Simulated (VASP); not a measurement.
# B (R-3m) in VASP: a series of runs

The runs below take B through single point, relaxation of cell and atoms, with r2SCAN, PBE.

All numbers are computed with VASP 6.6.1; they aren't measurements. Logs are shortened: lines on timing, memory, paths and dates and some standing lists are left out, and cuts for length are marked.

## Step 1: The cell of the first run

The structure is trigonal, space group R-3m (No. 166). The conventional cell has a = 4.899 Å, b = 4.899 Å, c = 12.514 Å, α = 90.00°, β = 90.00°, γ = 120.00°. Within 2.2 Å of B (site symmetry m) lie 6 B at 1.67 to 1.80 Å. Within 2.4 Å of B (site symmetry m) lie 7 B at 1.77 to 2.01 Å.

## Step 2: Single point, r2SCAN

Contents of POSCAR:

```
B
1.0
    2.4494057263      1.4141650555      4.1712016533
   -2.4494057263      1.4141650555      4.1712016533
    0.0000000000     -2.8283301109      4.1712016533
B
12
Direct
    0.0098644462      0.6544314414      0.0098644462
    0.0098644462      0.0098644462      0.6544314414
    0.6544314414      0.0098644462      0.0098644462
    0.3455685586      0.9901355538      0.9901355538
    0.9901355538      0.3455685586      0.9901355538
    0.9901355538      0.9901355538      0.3455685586
    0.2204984653      0.6317585049      0.2204984653
    0.2204984653      0.2204984653      0.6317585049
    0.6317585049      0.2204984653      0.2204984653
    0.3682414951      0.7795015347      0.7795015347
    0.7795015347      0.3682414951      0.7795015347
    0.7795015347      0.7795015347      0.3682414951
```

Contents of INCAR.step1:

```
SYSTEM = B
PREC     = Accurate       ! precision mode
ENCUT    = 520            ! plane-wave cutoff, eV
ISMEAR   = -1             ! smearing method
SIGMA    = 0.02           ! smearing width, eV
LREAL    = .FALSE.        ! projectors in reciprocal space
LASPH    = .TRUE.         ! aspherical terms in the spheres
NELM     = 80             ! most SCF steps
NBANDS   = 30             ! bands
GGA      = PE             ! functional
ALGO     = Normal         ! electronic algorithm
EDIFF    = 1E-4           ! SCF threshold, eV
LWAVE    = .TRUE.         ! write WAVECAR
LCHARG   = .FALSE.        ! write CHGCAR
```

Contents of INCAR.step2:

```
SYSTEM = B
PREC     = Accurate       ! precision mode
ENCUT    = 520            ! plane-wave cutoff, eV
EDIFF    = 1E-6           ! SCF threshold, eV
ISMEAR   = -1             ! smearing method
SIGMA    = 0.02           ! smearing width, eV
LREAL    = .FALSE.        ! projectors in reciprocal space
LASPH    = .TRUE.         ! aspherical terms in the spheres
NELM     = 80             ! most SCF steps
ALGO     = Normal         ! electronic algorithm
ISIF     = 2              ! what is computed and relaxed
LWAVE    = .FALSE.        ! write WAVECAR
LCHARG   = .FALSE.        ! write CHGCAR
METAGGA  = R2SCAN         ! meta-GGA
LMIXTAU  = .TRUE.       
NBANDS   = 30             ! bands
ISTART   = 1
```

Contents of KPOINTS:

```
regular mesh
0
G
  6 6 6
  0 0 0
```

Potentials or basis: VASP PAW PBE potentials, release 64 (B).

Command:

```sh
$ cat potpaw_PBE.64/B/POTCAR > POTCAR
$ cp INCAR.step1 INCAR
$ mpirun -np 1 vasp_std > vasp.out
$ cp INCAR.step2 INCAR
$ mpirun -np 1 vasp_std > vasp.out
```

OUTCAR:

```text
SYSTEM = B
   PREC = Accurate
   ENCUT = 520
   EDIFF = 1E-6
   ISMEAR = -1
   LREAL = .FALSE.
   LASPH = .TRUE.
   NELM = 80
   ISIF = 2
   METAGGA = R2SCAN
   ISTART = 1

 ion  position               nearest neighbor table
   1  0.010  0.654  0.010-   5 1.67   3 1.74   2 1.74   7 1.79  12 1.80  10 1.80
   2  0.010  0.010  0.654-   6 1.67   3 1.74   1 1.74   8 1.79  10 1.80  11 1.80
   3  0.654  0.010  0.010-   4 1.67   1 1.74   2 1.74   9 1.79  12 1.80  11 1.80
   4  0.346  0.990  0.990-   3 1.67   5 1.74   6 1.74  10 1.79   8 1.80   7 1.80
   5  0.990  0.346  0.990-   1 1.67   4 1.74   6 1.74  11 1.79   8 1.80   9 1.80
   6  0.990  0.990  0.346-   2 1.67   4 1.74   5 1.74  12 1.79   9 1.80   7 1.80
   7  0.220  0.632  0.220-  12 1.77  10 1.77   1 1.79   6 1.80   4 1.80   9 2.01   8 2.01
   8  0.220  0.220  0.632-  10 1.77  11 1.77   2 1.79   4 1.80   5 1.80   7 2.01   9 2.01
   9  0.632  0.220  0.220-  12 1.77  11 1.77   3 1.79   6 1.80   5 1.80   7 2.01   8 2.01
  10  0.368  0.780  0.780-   8 1.77   7 1.77   4 1.79   2 1.80   1 1.80  11 2.01  12 2.01
  11  0.780  0.368  0.780-   8 1.77   9 1.77   5 1.79   2 1.80   3 1.80  10 2.01  12 2.01
  12  0.780  0.780  0.368-   7 1.77   9 1.77   6 1.79   3 1.80   1 1.80  10 2.01  11 2.01

  LATTYP: Found a trigonal (rhomboedric) cell.
 ALAT       =     5.0396799947
 COS(alpha) =     0.5275612284

  Lattice vectors:

 A1 = (   2.4494057263,   1.4141650555,   4.1712016533)
 A2 = (  -2.4494057263,   1.4141650555,   4.1712016533)
 A3 = (   0.0000000000,  -2.8283301109,   4.1712016533)

Analysis of symmetry for initial positions (statically):
=====================================================================
 Subroutine PRICEL returns:
 Original cell was already a primitive cell.

 Routine SETGRP: Setting up the symmetry group for a
 trigonal (rhombohedral) supercell.

 Subroutine GETGRP returns: Found 12 space group operations
 (whereof 12 operations were pure point group operations)
 out of a pool of 12 trial point group operations.

The static configuration has the point symmetry D_3d.

Analysis of symmetry for dynamics (positions and initial velocities):
=====================================================================
 Subroutine PRICEL returns:
 Original cell was already a primitive cell.

 Routine SETGRP: Setting up the symmetry group for a
 trigonal (rhombohedral) supercell.

 Subroutine GETGRP returns: Found 12 space group operations
 (whereof 12 operations were pure point group operations)
 out of a pool of 12 trial point group operations.

The dynamic configuration has the point symmetry D_3d.

 Subroutine INISYM returns: Found 12 space group operations
 (whereof 12 operations are pure point group operations),
 and found     1 'primitive' translations

----------------------------------------------------------------------------------------

                                     Primitive cell

  volume of cell :      86.6909

  direct lattice vectors                    reciprocal lattice vectors
     2.449405726  1.414165056  4.171201653     0.204131147  0.117855173  0.079913023
    -2.449405726  1.414165056  4.171201653    -0.204131147  0.117855173  0.079913023
     0.000000000 -2.828330111  4.171201653     0.000000000 -0.235710345  0.079913023

  length of vectors
     5.039679995  5.039679995  5.039679995     0.248888445  0.248888445  0.248888445

  position of ions in fractional coordinates (direct lattice)
     0.009864446  0.654431441  0.009864446
     0.009864446  0.009864446  0.654431441
     0.654431441  0.009864446  0.009864446
     0.345568559  0.990135554  0.990135554
     0.990135554  0.345568559  0.990135554
     0.990135554  0.990135554  0.345568559
     0.220498465  0.631758505  0.220498465
     0.220498465  0.220498465  0.631758505
     0.631758505  0.220498465  0.220498465
     0.368241495  0.779501535  0.779501535
     0.779501535  0.368241495  0.779501535
     0.779501535  0.779501535  0.368241495

  ion indices of the primitive-cell ions
   primitive index   ion index
                 1           1
                 2           2
                 3           3
                 4           4
                 5           5
                 6           6
                 7           7
                 8           8
                 9           9
                10          10
                11          11
                12          12

----------------------------------------------------------------------------------------

 KPOINTS: regular mesh

Automatic generation of k-mesh.
 Grid dimensions read from file:
 generate k-points for:    6    6    6

 Generating k-lattice:

  Cartesian coordinates                     Fractional coordinates (reciprocal lattice)
     0.034021858  0.019642529  0.013318837     0.166666667  0.000000000 -0.000000000
    -0.034021858  0.019642529  0.013318837     0.000000000  0.166666667 -0.000000000
[... 46 lines left out ...]
   NSW    =      0    number of steps for IOM
[... 5 lines left out ...]
   TEBEG  =    0.0;   TEEND  =   0.0 temperature during run
   PSTRESS=    0.0 pullay stress
   NELECT =      36.0000    total number of electrons
   NUPDOWN=      -1.0000    fix difference up-down
   EMIN   =  10.00;   EMAX   =-10.00  energy-range for DOS
   EFERMI =   0.00;   METHOD = LEGACY
   ISMEAR =    -1;   SIGMA  =   0.02  broadening in eV -4-tet -1-fermi 0-gaus
   EFERMI_NEDOS =   21; number of points for ismear=-14 and -15
   IALGO  =     38    algorithm
   IMIX   =      4    mixing-type and parameters
     AMIX     =   0.40;   BMIX     =  1.00
     AMIX_MAG =   1.60;   BMIX_MAG =  1.00
  volume/ion in A,a.u.               =       7.22        48.75
  Fermi-wavevector in a.u.,A,eV,Ry     =   1.221381  2.308076 20.296792  1.491772
  Thomas-Fermi vector in A             =   2.356566
   LORBIT       =      0    0 simple, 1 ext, 2 COOP (PROOUT), +10 PAW based schemes
   METAGGA = R2SCAN    functional components
   LHFCALC =     F    Hartree Fock is set to
   AEXX    =    0.0000 exact exchange contribution
   IVDW    =     0    specifies the selected vdW correction
   LEPSILON=     F    determine dielectric tensor
   LRPA    =     F    only Hartree local field effects (RPA)
 non-spin polarized calculation
  energy-cutoff  :      520.00
  volume of cell :       86.69
 maximum number of plane-waves:      2360
 NGX is ok and might be reduce to    40
   NGX = 19   NGY = 19   NGZ = 19

 number of electron      36.0000000 magnetization

 Free energy of the ion-electron system (eV)
  ---------------------------------------------------
  ext. energy  EPLUGINS =         0.00000000
  ---------------------------------------------------
  free energy    TOTEN  =       -88.12793411 eV

  energy without entropy =      -88.12793411  energy(sigma->0) =      -88.12793411

 E-fermi :   6.2950     XC(G=0): -12.3059

 val. band max:        5.9051628875   @ k =   0.5000   0.5000   0.5000
 cond. band min:       7.5452650004   @ k =   0.5000   0.5000   0.0000
 fundamental gap:      1.6401021129
 Fermi energy:         6.2950458873

 k-point     1 :       0.0000    0.0000    0.0000
  band No.  band energies     occupation
      1     -11.2653      2.00000
      2      -5.2295      2.00000
      3      -4.9700      2.00000
      4      -4.9700      2.00000
      5      -3.6770      2.00000
      6      -3.0619      2.00000
[... 22 lines left out ...]
     29      16.2941      0.00000
     30      16.8437      0.00000

 k-point     2 :       0.1667    0.0000    0.0000
  band No.  band energies     occupation
      1     -11.1009      2.00000
      2      -6.1274      2.00000
      3      -5.3248      2.00000
      4      -5.2123      2.00000
      5      -3.5316      2.00000
      6      -2.9263      2.00000
[... 718 lines left out ...]
 k-point    24 :      -0.3333    0.5000    0.1667
  band No.  band energies     occupation
      1     -10.0659      2.00000
      2      -7.7730      2.00000
      3      -6.9076      2.00000
      4      -6.4518      2.00000
      5      -3.5222      2.00000
      6      -2.9694      2.00000
[... 22 lines left out ...]
     29      15.4407      0.00000
     30      16.4888      0.00000

 [... further k-points ...]

------------------------ aborting loop because EDIFF is reached ----------------------------------------

  FORCE on cell =-STRESS in cart. coord.  units (eV):
  Direction    XX          YY          ZZ          XY          YZ          ZX
  --------------------------------------------------------------------------------------
  -------------------------------------------------------------------------------------
  Total        0.1317289      0.1317289      0.0983688      0.0000000      0.0000000      0.0000000
  in kB        2.4345491      2.4345491      1.8180032      0.0000000      0.0000000      0.0000000
  external PRESSURE =       2.2290338 kB  Pullay stress =       0.0000000 kB

 VOLUME and BASIS-vectors are now :
 -----------------------------------------------------------------------------
  energy-cutoff  :      520.00
  volume of cell :       86.69
      direct lattice vectors                 reciprocal lattice vectors
     2.449405726  1.414165056  4.171201653     0.204131147  0.117855173  0.079913023
    -2.449405726  1.414165056  4.171201653    -0.204131147  0.117855173  0.079913023
     0.000000000 -2.828330111  4.171201653     0.000000000 -0.235710345  0.079913023

 POSITION                                       TOTAL-FORCE (eV/Angst)
 -----------------------------------------------------------------------------------
     -1.57881      0.91152      2.81206         0.013872     -0.008009     -0.013054
      0.00000     -1.82305      2.81206         0.000000      0.016018     -0.013054
      1.57881      0.91152      2.81206        -0.013872     -0.008009     -0.013054
     -1.57881     -0.91152      9.70155         0.013872      0.008009      0.013054
      1.57881     -0.91152      9.70155        -0.013872      0.008009      0.013054
      0.00000      1.82305      9.70155         0.000000     -0.016018      0.013054
     -1.00734      0.58159      4.47468         0.017071     -0.009856      0.007479
      0.00000     -1.16318      4.47468         0.000000      0.019711      0.007479
      1.00734      0.58159      4.47468        -0.017071     -0.009856      0.007479
     -1.00734     -0.58159      8.03893         0.017071      0.009856     -0.007479
      1.00734     -0.58159      8.03893        -0.017071      0.009856     -0.007479
      0.00000      1.16318      8.03893         0.000000     -0.019711     -0.007479
 -----------------------------------------------------------------------------------
    total drift:                               -0.000000      0.000000      0.000000

  FREE ENERGIE OF THE ION-ELECTRON SYSTEM (eV)
  ---------------------------------------------------
  free  energy   TOTEN  =       -88.1279341085 eV

  energy  without entropy=      -88.1279341085  energy(sigma->0) =      -88.12793411
```

Wall time 7.5 min (1 thread of Intel Xeon 8259CL, shared host); peak memory 0.27 GiB.

What came out:

* Free energy: -88.1279 eV
* Pressure: 0.2 GPa
* Largest force: 0.021 eV/Å
* Band gap on the k mesh: 1.64 eV (least direct gap 2.06 eV)

Forces in eV/Å, atoms in the order of the input:
```
B    0.014 -0.008 -0.013
B    0.000  0.016 -0.013
B   -0.014 -0.008 -0.013
B    0.014  0.008  0.013
B   -0.014  0.008  0.013
B    0.000 -0.016  0.013
B    0.017 -0.010  0.007
B    0.000  0.020  0.007
B   -0.017 -0.010  0.007
B    0.017  0.010 -0.007
B   -0.017  0.010 -0.007
B    0.000 -0.020 -0.007
```

Levels at points of the mesh, in eV from the valence-band top:
```
           k point  band 16  band 17  band 18  band 19  band 20  band 21
(0.00, 0.00, 0.00)    -0.92    -0.92    -0.38     1.67     4.91     4.91
(0.50, 0.00, 0.00)    -2.08    -1.78    -0.67     2.16     3.47     3.99
(0.50, 0.50, 0.00)    -2.77    -2.21    -2.08     1.64     2.93     3.07
(0.50, 0.50, 0.50)    -1.92    -1.92     0.00     2.89     3.01     3.01
```

Caveat: the PAW data sets were made with another functional, which shifts forces and pressure a little. A k mesh can miss the band edges.

## Step 3: Single point, r2SCAN

POSCAR is that of step 2.

Contents of INCAR.step1:

```
ALGO = Normal
EDIFF = 1E-4
ENCUT = 520
GGA = PE
ISMEAR = 0
LASPH = T
LCHARG = F
LREAL = F
LWAVE = T
NBANDS = 30
NELM = 80
PREC = Accurate
SIGMA = 0.01
```

Contents of INCAR.step2:

```
ALGO = Normal
EDIFF = 1E-7
ENCUT = 520
ISIF = 2
ISMEAR = 0
ISTART = 1
LASPH = T
LCHARG = T
LELF = T
LMIXTAU = T
LREAL = F
LVHAR = T
LWAVE = F
METAGGA = R2SCAN
NBANDS = 30
NELM = 80
PREC = Accurate
SIGMA = 0.01
```

Contents of KPOINTS:

```
k-points
0
Gamma
  6 6 6
```

Potentials or basis: VASP PAW PBE potentials, release 64 (B).

Command:

```sh
$ cat potpaw_PBE.64/B/POTCAR > POTCAR
$ cp INCAR.step1 INCAR
$ mpirun -np 1 vasp_std > vasp.out
$ cp INCAR.step2 INCAR
$ mpirun -np 1 vasp_std > vasp.out
```

Run time: 9.2 min. Hardware: 1 thread of Intel Xeon 8259CL, shared host; peak memory 0.27 GiB.

Results (log left out):

* Free energy: -88.1279 eV
* Pressure: 0.2 GPa
* Largest force: 0.021 eV/Å
* Band gap on the k mesh: 1.64 eV (least direct gap 2.06 eV)

Forces on the atoms (eV/Å):
```
B    0.014 -0.008 -0.013
B    0.000  0.016 -0.013
B   -0.014 -0.008 -0.013
B    0.014  0.008  0.013
B   -0.014  0.008  0.013
B    0.000 -0.016  0.013
B    0.017 -0.010  0.007
B    0.000  0.020  0.007
B   -0.017 -0.010  0.007
B    0.017  0.010 -0.007
B   -0.017  0.010 -0.007
B    0.000 -0.020 -0.007
```

Levels at points of the mesh, in eV from the valence-band top:
```tsv
k point	band 14	band 15	band 16	band 17	band 18	band 19	band 20	band 21	band 22	band 23
(0.00, 0.00, 0.00)	-4.63	-1.39	-0.92	-0.92	-0.38	1.67	4.91	4.91	5.11	5.11
(0.50, 0.00, 0.00)	-3.31	-2.73	-2.08	-1.78	-0.67	2.16	3.47	3.99	5.17	5.29
(0.50, 0.50, 0.00)	-3.31	-3.03	-2.77	-2.21	-2.08	1.64	2.93	3.07	3.78	5.78
(0.50, 0.50, 0.50)	-3.63	-3.08	-1.92	-1.92	0.00	2.89	3.01	3.01	5.32	5.32
```

Caveat: the PAW data sets were made with another functional, which shifts forces and pressure a little. A k mesh can miss the band edges.

## Step 4: Relaxation of cell and atoms, PBE

Contents of INCAR:

```
ALGO = Normal
EDIFF = 1E-6
EDIFFG = -0.005
ENCUT = 600
GGA = PE
IBRION = 2
ISIF = 3
ISMEAR = -1
LASPH = T
LCHARG = F
LREAL = F
LWAVE = F
NELM = 100
NSW = 80
PREC = Accurate
SIGMA = 0.02
```

KPOINTS is that of step 3.

Contents of POSCAR:

```
B
1.0
    2.4491963929      1.4140441968      4.1747204365
   -2.4491963929      1.4140441968      4.1747204365
    0.0000000000     -2.8280883935      4.1747204365
B
12
Direct
    0.0099700400      0.6542851200      0.0099700400
    0.0099700400      0.0099700400      0.6542851200
    0.6542851200      0.0099700400      0.0099700400
    0.3457148800      0.9900299600      0.9900299600
    0.9900299600      0.3457148800      0.9900299600
    0.9900299600      0.9900299600      0.3457148800
    0.2205655700      0.6316348300      0.2205655700
    0.2205655700      0.2205655700      0.6316348300
    0.6316348300      0.2205655700      0.2205655700
    0.3683651700      0.7794344300      0.7794344300
    0.7794344300      0.3683651700      0.7794344300
    0.7794344300      0.7794344300      0.3683651700
```

Command:

```sh
$ cat potpaw_PBE.64/B/POTCAR > POTCAR
$ mpirun -np 1 vasp_std > vasp.out
```

It took 7.7 min on 1 thread of Intel Xeon 8259CL, shared host; peak memory 0.26 GiB.

The run converged. Its results:

| Quantity | Value |
| --- | --- |
| Free energy | -80.4691 eV |
| Relaxed volume | 7.24 Å³/atom |
| Relaxed cell | a = 5.049 Å, b = 5.049 Å, c = 5.049 Å, α = 58.04°, β = 58.04°, γ = 58.04° |
| Space group after relaxing (to 0.1 Å) | R-3m (No. 166) |
| Energy gained by relaxing | 0.2 meV/atom |
| Ionic steps | 7 |
| Pressure after relaxing | 0.0 GPa |
| Band gap on the k mesh | 1.46 eV (least direct gap 1.85 eV) |

Forces on the atoms (eV/Å):
```
B   -0.002  0.001 -0.001
B    0.000 -0.002 -0.001
B    0.002  0.001 -0.001
B   -0.002 -0.001  0.001
B    0.002 -0.001  0.001
B    0.000  0.002  0.001
B    0.001  0.000  0.000
B    0.000  0.001  0.000
B   -0.001  0.000  0.000
B    0.001  0.000  0.000
B   -0.001  0.000  0.000
B    0.000 -0.001  0.000
```

Step by step:
```csv
step,energy change (eV),largest force (eV/Å),pressure (GPa),volume (Å³)
1,0.0000,0.1373,0.87,86.75
2,-0.0008,0.0981,-1.07,87.24
3,-0.0024,0.0254,-0.21,87.02
4,-0.0027,0.0211,-0.05,86.94
5,-0.0027,0.0226,-0.04,86.93
6,-0.0027,0.0231,0.03,86.89
7,-0.0027,0.0020,0.00,86.91
```

Final structure:
```yaml
crystal:
  lattice:
    - [2.44932, 1.41412, 4.18216]
    - [-2.44932, 1.41412, 4.18216]
    - [0.00000, -2.82823, 4.18216]
  atoms:
    - { symbol: B, position: [0.01030, 0.65400, 0.01030] }
    - { symbol: B, position: [0.01030, 0.01030, 0.65400] }
    - { symbol: B, position: [0.65400, 0.01030, 0.01030] }
    - { symbol: B, position: [0.34600, 0.98970, 0.98970] }
    - { symbol: B, position: [0.98970, 0.34600, 0.98970] }
    - { symbol: B, position: [0.98970, 0.98970, 0.34600] }
    - { symbol: B, position: [0.22109, 0.63052, 0.22109] }
    - { symbol: B, position: [0.22109, 0.22109, 0.63052] }
    - { symbol: B, position: [0.63052, 0.22109, 0.22109] }
    - { symbol: B, position: [0.36948, 0.77891, 0.77891] }
    - { symbol: B, position: [0.77891, 0.36948, 0.77891] }
    - { symbol: B, position: [0.77891, 0.77891, 0.36948] }
```

Levels at points of the mesh, in eV from the valence-band top:
| k point | band 15 | band 16 | band 17 | band 18 | band 19 | band 20 | band 21 | band 22 |
| --- | --- | --- | --- | --- | --- | --- | --- | --- |
| (0.00, 0.00, 0.00) | -1.38 | -0.85 | -0.85 | -0.36 | 1.50 | 4.54 | 4.54 | 4.72 |
| (0.50, 0.00, 0.00) | -2.69 | -1.93 | -1.70 | -0.60 | 1.94 | 3.20 | 3.64 | 4.87 |
| (0.50, 0.50, 0.00) | -2.94 | -2.59 | -2.11 | -1.92 | 1.46 | 2.67 | 2.82 | 3.51 |
| (0.50, 0.50, 0.50) | -2.99 | -1.88 | -1.88 | 0.00 | 2.61 | 2.78 | 2.78 | 4.91 |

## Step 5: Overview

```csv
task,level,cell,cutoff (eV),smearing,gap on the mesh (eV),pressure (GPa),largest force (eV/Å)
single point,r2SCAN,"a = 5.040 Å, angles 58.2°, 12 atoms, atomic positions A",520,fermi-dirac 0.02 eV,1.64,0.2,0.02
single point,r2SCAN,"a = 5.040 Å, angles 58.2°, 12 atoms, atomic positions A",520,gaussian 0.01 eV,1.64,0.2,0.02
relaxation of cell and atoms,PBE,"relaxed from a = 5.042 Å, angles 58.1°, 12 atoms, atomic positions B",600,fermi-dirac 0.02 eV,1.46,0.0,-
```

Alike in all rows: potentials or basis VASP PAW PBE potentials, release 64 (B); no spin polarisation; k mesh 6 × 6 × 6.

Caveats: the PAW data sets were made with another functional, which shifts forces and pressure a little (at least some runs).

Absolute energies hang on the potentials; compare differences alone.
